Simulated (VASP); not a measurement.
Ta12HN12F: single point with PBE+D3(BJ)

Ta12HN12F, a slab with vacuum:

```
CELL_PARAMETERS angstrom
6.20149 0.00000 0.00000
-3.10075 5.37065 0.00000
0.00000 0.00000 24.32937
ATOMIC_POSITIONS crystal
Ta 0.16667 0.33333 0.32882
Ta 0.16667 0.83333 0.32882
Ta 0.66667 0.33333 0.32882
Ta 0.66667 0.83333 0.32882
Ta 0.50000 0.50000 0.43288
Ta 0.50000 0.00000 0.43288
Ta 0.00000 0.50000 0.43288
Ta 0.00000 0.00000 0.43288
Ta 0.81238 0.65614 0.54629
Ta 0.80876 0.15359 0.54408
Ta 0.31154 0.65457 0.55012
Ta 0.32541 0.16097 0.52896
N 0.33333 0.16667 0.38085
N 0.33333 0.66667 0.38085
N 0.83333 0.16667 0.38085
N 0.83333 0.66667 0.38085
N 0.68368 0.34486 0.48444
N 0.66201 0.82887 0.48516
N 0.15841 0.34653 0.48451
N 0.15612 0.81023 0.48463
N 0.98227 0.48963 0.58266
N 0.98910 0.99500 0.57758
N 0.48675 0.49460 0.58020
N 0.48649 0.98990 0.58020
F 0.15618 0.16392 0.68312
H 0.08311 0.08503 0.64938
```

```json
{
  "Program": "VASP 6.6.1",
  "Task": "single point",
  "Functional": "PBE",
  "Dispersion": "D3(BJ)",
  "Potentials or basis": "VASP PAW PBE potentials, release 64 (Ta_pv, N, F, H)",
  "Cutoff": "520 eV",
  "k mesh": "4 × 4 × 1",
  "Occupations": "gaussian, width 0.1 eV",
  "Spin": "no spin polarisation",
  "Dipole correction": "yes",
  "Further INCAR settings": "LREAL = Auto; ALGO = Normal; EDIFF = 1e-07; NBANDS = 119"
}
```

| Property | Result |
| --- | --- |
| Largest force | 1.161 eV/Å |
| Band gap on the k mesh | zero (bands 100 and 101 overlap by 0.03 eV) |
| Dispersion energy per atom | -0.304 eV |

Forces in eV/Å, atoms in the order of the input:
```
Ta  -0.004 -0.134  0.488
Ta  -0.108  0.045  0.483
Ta  -0.113 -0.083  0.676
Ta  -0.090 -0.094  0.094
Ta   0.274 -0.930  0.428
Ta  -0.713  0.707  0.565
Ta  -0.122 -0.035 -0.479
Ta   0.826  0.462  0.358
Ta   0.012  0.017 -0.053
Ta   0.011  0.005 -0.056
Ta   0.019 -0.005 -0.068
Ta   0.006  0.005  0.020
N    0.011  0.033 -1.161
N   -0.092 -0.074 -0.400
N    0.014  0.139 -0.602
N    0.113 -0.040 -0.612
N   -0.011  0.003 -0.012
N   -0.004  0.004 -0.011
N    0.005 -0.004  0.000
N   -0.003  0.000  0.006
N   -0.020 -0.028  0.101
N    0.013  0.026  0.075
N    0.000 -0.051  0.080
N   -0.030  0.033  0.088
F    0.050  0.112  0.206
H   -0.043 -0.116 -0.214
```

Levels at points of the mesh, in eV from the Fermi level:
```tsv
k point	band 97	band 98	band 99	band 100	band 101	band 102	band 103	band 104
(0.00, 0.00, 0.00)	-0.29	-0.26	-0.05	-0.04	-0.02	0.36	0.68	0.74
(0.50, 0.00, 0.00)	-0.44	-0.23	-0.05	-0.03	0.32	0.52	0.60	0.68
(0.00, 0.50, 0.00)	-0.50	-0.16	-0.06	0.01	0.28	0.52	0.54	0.64
(0.50, 0.50, 0.00)	-0.48	-0.15	-0.05	0.00	0.27	0.47	0.56	0.66
```

Run time: 110 min on 1 thread of Intel Xeon 8259CL, with other jobs on the host, peak memory 1.3 GiB.

Caveat: spin-orbit coupling is left out, which moves the levels of the heavy elements.
